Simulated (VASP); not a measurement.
# Ta (Im-3m) in VASP: notebook

Runs on Ta. Level: PBEsol. Tasks: single point.

All numbers are computed with VASP 6.6.1; they aren't measurements. Logs are shortened: lines on timing, memory, paths and dates and some standing lists are left out, and cuts for length are marked.

**1. The cell of the first run**

It takes space group Im-3m (No. 229, cubic). Conventional cell: a = 2.932 Å, b = 2.932 Å, c = 2.932 Å, α = 90.00°, β = 90.00°, γ = 90.00°. Within 3.4 Å of Ta (site symmetry m-3m) lie 14 Ta at 2.54 to 2.93 Å.

**2. Single point, PBEsol, non-collinear spin, zero start, spin-orbit coupling (volume scaled by 0.7)**

INCAR reads:

```
SYSTEM = Ta
PREC     = Accurate       ! precision mode
ENCUT    = 520            ! plane-wave cutoff, eV
EDIFF    = 1E-6           ! SCF threshold, eV
ISMEAR   = 0              ! smearing method
SIGMA    = 0.05           ! smearing width, eV
LREAL    = .False.        ! projectors in reciprocal space
LASPH    = .True.         ! aspherical terms in the spheres
NELM     = 150            ! most SCF steps
ALGO     = Fast           ! electronic algorithm
ISIF     = 2              ! what is computed and relaxed
LWAVE    = .False.        ! write WAVECAR
LCHARG   = .False.        ! write CHGCAR
MAGMOM   = 0 0 0          ! initial moments
LORBIT   = 11             ! projections on sites
LSORBIT  = .True.         ! spin-orbit coupling
GGA_COMPAT= .False.      
LORBMOM  = .True.       
LMAXMIX  = 4              ! l up to which the mixer works
GGA      = PS             ! functional
NBANDS   = 22             ! bands
```

KPOINTS reads:

```
Automatic mesh
0
Gamma
  22 22 22
  0 0 0
```

POSCAR reads:

```
Ta
1.0
   -1.4659295069      1.4659295069      1.4659295069
    1.4659295069     -1.4659295069      1.4659295069
    1.4659295069      1.4659295069     -1.4659295069
Ta
1
Direct
    0.0000000000      0.0000000000      0.0000000000
```

Potentials or basis: VASP PAW PBE potentials, release 64 (Ta_pv).

On the command line:

```console
cat potpaw_PBE.64/Ta_pv/POTCAR > POTCAR
mpirun -np 1 vasp_ncl > vasp.out
```

OUTCAR:

```text
SYSTEM = Ta
   PREC = Accurate
   ENCUT = 520
   EDIFF = 1E-6
   ISMEAR = 0
   LREAL = .False.
   LASPH = .True.
   NELM = 150
   ISIF = 2
   LORBIT = 11
   LSORBIT = .True.
   GGA = PS

 ion  position               nearest neighbor table
   1  0.000  0.000  0.000-

  LATTYP: Found a body centered cubic cell.
 ALAT       =     2.9318590138

  Lattice vectors:

 A1 = (  -1.4659295069,   1.4659295069,   1.4659295069)
 A2 = (   1.4659295069,  -1.4659295069,   1.4659295069)
 A3 = (   1.4659295069,   1.4659295069,  -1.4659295069)

Analysis of symmetry for initial positions (statically):
=====================================================================
 Subroutine PRICEL returns:
 Original cell was already a primitive cell.

 Routine SETGRP: Setting up the symmetry group for a
 body centered cubic supercell.

 Subroutine GETGRP returns: Found 48 space group operations
 (whereof 48 operations were pure point group operations)
 out of a pool of 48 trial point group operations.

The static configuration has the point symmetry O_h .

Analysis of symmetry for dynamics (positions and initial velocities):
=====================================================================
 Subroutine PRICEL returns:
 Original cell was already a primitive cell.

 Routine SETGRP: Setting up the symmetry group for a
 body centered cubic supercell.

 Subroutine GETGRP returns: Found 48 space group operations
 (whereof 48 operations were pure point group operations)
 out of a pool of 48 trial point group operations.

The dynamic configuration has the point symmetry O_h .

Analysis of structural, dynamic, and magnetic symmetry:
=====================================================================
 Subroutine PRICEL returns:
 Original cell was already a primitive cell.

 Routine SETGRP: Setting up the symmetry group for a
 body centered cubic supercell.

 Subroutine GETGRP returns: Found 48 space group operations
 (whereof 48 operations were pure point group operations)
 out of a pool of 48 trial point group operations.

The overall configuration has the point symmetry O_h .

 Subroutine INISYM returns: Found 48 space group operations
 (whereof 48 operations are pure point group operations),
 and found     1 'primitive' translations

----------------------------------------------------------------------------------------

                                     Primitive cell

  volume of cell :      12.6008

  direct lattice vectors                    reciprocal lattice vectors
    -1.465929507  1.465929507  1.465929507     0.000000000  0.341080521  0.341080521
     1.465929507 -1.465929507  1.465929507     0.341080521  0.000000000  0.341080521
     1.465929507  1.465929507 -1.465929507     0.341080521  0.341080521  0.000000000

  length of vectors
     2.539064386  2.539064386  2.539064386     0.482360699  0.482360699  0.482360699

  position of ions in fractional coordinates (direct lattice)
     0.000000000  0.000000000  0.000000000

  ion indices of the primitive-cell ions
   primitive index   ion index
                 1           1

----------------------------------------------------------------------------------------

 KPOINTS: Automatic mesh

Automatic generation of k-mesh.
 Grid dimensions read from file:
 generate k-points for:   22   22   22

 Generating k-lattice:

  Cartesian coordinates                     Fractional coordinates (reciprocal lattice)
     0.000000000  0.015503660  0.015503660     0.045454545  0.000000000  0.000000000
     0.015503660  0.000000000  0.015503660     0.000000000  0.045454545  0.000000000
     0.015503660  0.015503660  0.000000000     0.000000000  0.000000000  0.045454545

  Length of vectors
     0.021925486  0.021925486  0.021925486

  Shift w.r.t. Gamma in fractional coordinates (k-lattice)
     0.000000000  0.000000000  0.000000000

 Subroutine IBZKPT returns following result:
 ===========================================

 Found    328 irreducible k-points:
[... 40 lines left out ...]
   ISPIN  =      1    spin polarized calculation?
   LNONCOLLINEAR =      T non collinear calculations
   LSORBIT =      T    spin-orbit coupling
   LASPH  =      T    aspherical Exc in radial PAW
   ENCUT  =  520.0 eV  38.22 Ry    6.18 a.u.   4.72  4.72  4.72*2*pi/ulx,y,z
   NELM   =    150;   NELMIN=  2; NELMDL= -5     # of ELM steps
   EDIFF  = 0.1E-05   stopping-criterion for ELM
   LREAL  =      F    real-space projection
   EDIFFG = 0.1E-04   stopping-criterion for IOM
   NSW    =      0    number of steps for IOM
   IBRION =     -1    ionic relax: 0-MD 1-quasi-New 2-CG
   NFREE  =      0    steps in history (QN), initial steepest desc. (CG)
   ISIF   =      2    stress and relaxation
   ISYM   =      2    0-nonsym 1-usesym 2-fastsym
   POTIM  = 0.5000    time-step for ionic-motion
   TEBEG  =    0.0;   TEEND  =   0.0 temperature during run
   PSTRESS=    0.0 pullay stress
   NELECT =      11.0000    total number of electrons
   NUPDOWN=      -1.0000    fix difference up-down
   EMIN   =  10.00;   EMAX   =-10.00  energy-range for DOS
   EFERMI =   0.00;   METHOD = LEGACY
   ISMEAR =     0;   SIGMA  =   0.05  broadening in eV -4-tet -1-fermi 0-gaus
   EFERMI_NEDOS =   21; number of points for ismear=-14 and -15
   IALGO  =     68    algorithm
   IMIX   =      4    mixing-type and parameters
     AMIX     =   0.40;   BMIX     =  1.00
     AMIX_MAG =   1.60;   BMIX_MAG =  1.00
  volume/ion in A,a.u.               =      12.60        85.03
  Fermi-wavevector in a.u.,A,eV,Ry     =   1.564610  2.956683 33.307103  2.448003
  Thomas-Fermi vector in A             =   2.667208
   LORBIT       =     11    0 simple, 1 ext, 2 COOP (PROOUT), +10 PAW based schemes
   GGA     = PS    functional components
   LHFCALC =     F    Hartree Fock is set to
   AEXX    =    0.0000 exact exchange contribution
   IVDW    =     0    specifies the selected vdW correction
   LEPSILON=     F    determine dielectric tensor
   LRPA    =     F    only Hartree local field effects (RPA)
 RMM-DIIS sequential band-by-band and
 Gauss-broadening in eV      SIGMA  =   0.05
  energy-cutoff  :      520.00
  volume of cell :       12.60
 maximum number of plane-waves:       740
   NGX =  9   NGY =  9   NGZ =  9

 number of electron      11.0000000 magnetization       0.0000000      0.0000000      0.0000000

 number of electron      10.9999998 magnetization       0.0000000     -0.0000000      0.0000000

 number of electron      10.9999998 magnetization       0.0000000     -0.0000000     -0.0000000

 Free energy of the ion-electron system (eV)
  ---------------------------------------------------
  ext. energy  EPLUGINS =         0.00000000
  ---------------------------------------------------
  free energy    TOTEN  =       -11.68603202 eV

  energy without entropy =      -11.68461260  energy(sigma->0) =      -11.68532231

 E-fermi :   8.7310     XC(G=0): -14.6717

 val. band max:        8.7307902441   @ k =  -0.0909   0.0909   0.0455
 cond. band min:       8.7360878618   @ k =   0.0909   0.0455  -0.0000
 fundamental gap:      0.0052976177
 Fermi energy:         8.7310446690

 k-point     1 :       0.0000    0.0000    0.0000
  band No.  band energies     occupation
      1     -28.6036      1.00000
      2     -28.6036      1.00000
      3     -20.2836      1.00000
      4     -20.2836      1.00000
      5     -20.2836      1.00000
      6     -20.2836      1.00000
[... 589 lines left out ...]
     21      27.2920      0.00000
     22      27.2920      0.00000

 [... further k-points ...]
[... 5 lines left out ...]
  --------------------------------------------------------------------------------------
  -------------------------------------------------------------------------------------
  Total       10.2221884     10.2221884     10.2221884     -0.0000000      0.0000000     -0.0000000
  in kB     1299.7361881   1299.7361881   1299.7361881     -0.0000000      0.0000000     -0.0000000
  external PRESSURE =    1299.7361881 kB  Pullay stress =       0.0000000 kB

 VOLUME and BASIS-vectors are now :
 -----------------------------------------------------------------------------
  energy-cutoff  :      520.00
  volume of cell :       12.60
      direct lattice vectors                 reciprocal lattice vectors
    -1.465929507  1.465929507  1.465929507     0.000000000  0.341080521  0.341080521
     1.465929507 -1.465929507  1.465929507     0.341080521  0.000000000  0.341080521
     1.465929507  1.465929507 -1.465929507     0.341080521  0.341080521  0.000000000

 POSITION                                       TOTAL-FORCE (eV/Angst)
 -----------------------------------------------------------------------------------
      0.00000      0.00000      0.00000         0.000000     -0.000000      0.000000
 -----------------------------------------------------------------------------------
    total drift:                                0.000000     -0.000000      0.000000

  FREE ENERGIE OF THE ION-ELECTRON SYSTEM (eV)
  ---------------------------------------------------
  free  energy   TOTEN  =       -11.6860320165 eV

  energy  without entropy=      -11.6846126023  energy(sigma->0) =      -11.68532231

 orbital moment (x)

 # of ion     p       d       tot
 ----------------------------------------
  1         0.000  -0.000  -0.000
 ----------------------------------------
            0.000  -0.000  -0.000

 orbital moment (y)

 # of ion     p       d       tot
 ----------------------------------------
  1        -0.000  -0.000  -0.000
 ----------------------------------------
           -0.000  -0.000  -0.000

 orbital moment (z)

 # of ion     p       d       tot
 ----------------------------------------
  1        -0.000   0.000   0.000
 ----------------------------------------
           -0.000   0.000   0.000

 Spin-Orbit-Coupling matrix elements

 Ion:    1  E_soc:     -1.4812728
 l=   1
     0.0000000    -0.2277752    -0.2277752
    -0.2277752     0.0000000    -0.2277752
    -0.2277752    -0.2277752     0.0000000
 l=   2
     0.0000000    -0.0052839     0.0000000    -0.0052839    -0.0138197
    -0.0052839     0.0000000    -0.0103648    -0.0052839    -0.0034549
     0.0000000    -0.0103648     0.0000000    -0.0103648     0.0000000
    -0.0052839    -0.0052839    -0.0103648     0.0000000    -0.0034549
    -0.0138197    -0.0034549     0.0000000    -0.0034549     0.0000000
 l=   3
     0.0000000     0.0000000     0.0000000     0.0000000     0.0000000     0.0000000     0.0000000
     0.0000000     0.0000000     0.0000000     0.0000000     0.0000000     0.0000000     0.0000000
     0.0000000     0.0000000     0.0000000     0.0000000     0.0000000     0.0000000     0.0000000
     0.0000000     0.0000000     0.0000000     0.0000000     0.0000000     0.0000000     0.0000000
     0.0000000     0.0000000     0.0000000     0.0000000     0.0000000     0.0000000     0.0000000
     0.0000000     0.0000000     0.0000000     0.0000000     0.0000000     0.0000000     0.0000000
     0.0000000     0.0000000     0.0000000     0.0000000     0.0000000     0.0000000     0.0000000

 total charge

# of ion       s       p       d       tot
------------------------------------------
    1        0.470   6.255   3.128   9.853

 magnetization (x)

# of ion       s       p       d       tot
------------------------------------------
    1       -0.000   0.000  -0.000  -0.000

 magnetization (y)

# of ion       s       p       d       tot
------------------------------------------
    1        0.000   0.000   0.000   0.000

 magnetization (z)

# of ion       s       p       d       tot
------------------------------------------
    1        0.000  -0.000   0.000   0.000
```

It took 5.8 min on 1 thread of Intel Xeon 8259CL, shared host; peak memory 0.26 GiB.

Results:

| Property | Result |
| --- | --- |
| Free energy | -11.6860 eV |
| Pressure | 130.0 GPa |
| Net moment | 0.00 μB per cell |
| Valence electrons inside the program's atomic spheres | Ta 9.85 |

Moments on the atoms (μB; x, y, z):
```
Ta  0.00 0.00 0.00
```

Caveat: the PAW data sets were made with another functional, which shifts forces and pressure a little.

**3. Single point, PBEsol, non-collinear spin, zero start, spin-orbit coupling (volume scaled by 0.75)**

INCAR reads:

```
PREC = Accurate ; ENCUT = 520
EDIFF = 1E-7 ; ISMEAR = 0
SIGMA = 0.05 ; LREAL = F
LASPH = T ; NELM = 150
ALGO = Normal ; ISIF = 2
LWAVE = F ; LCHARG = F
MAGMOM = 0 0 0 ; LORBIT = 11
LSORBIT = T ; GGA_COMPAT = F
LORBMOM = T ; LMAXMIX = 4
GGA = PS ; NBANDS = 22
```

KPOINTS reads:

```
Automatic mesh
0
Gamma
  22 22 22
```

POSCAR reads:

```
Ta
1.0
   -1.5000330494      1.5000330494      1.5000330494
    1.5000330494     -1.5000330494      1.5000330494
    1.5000330494      1.5000330494     -1.5000330494
Ta
1
Direct
    0.0000000000      0.0000000000      0.0000000000
```

Potentials or basis: VASP PAW PBE potentials, release 64 (Ta_pv).

On the command line:

```console
cat potpaw_PBE.64/Ta_pv/POTCAR > POTCAR
mpirun -np 1 vasp_ncl > vasp.out
```

Wall time 4.2 min (1 thread of Intel Xeon 8259CL, shared host); peak memory 0.27 GiB.

Results (log left out):

```yaml
Free_energy: -12.3052 eV
Pressure: 92.1 GPa
Net_moment: 0.00 μB per cell
Valence_electrons_inside_the_program's_atomic_spheres: Ta 9.64
```

Moments on the atoms (μB; x, y, z):
```
Ta  0.00 0.00 0.00
```

Caveat: the PAW data sets were made with another functional, which shifts forces and pressure a little.

(Continued in part 2 of 2.)
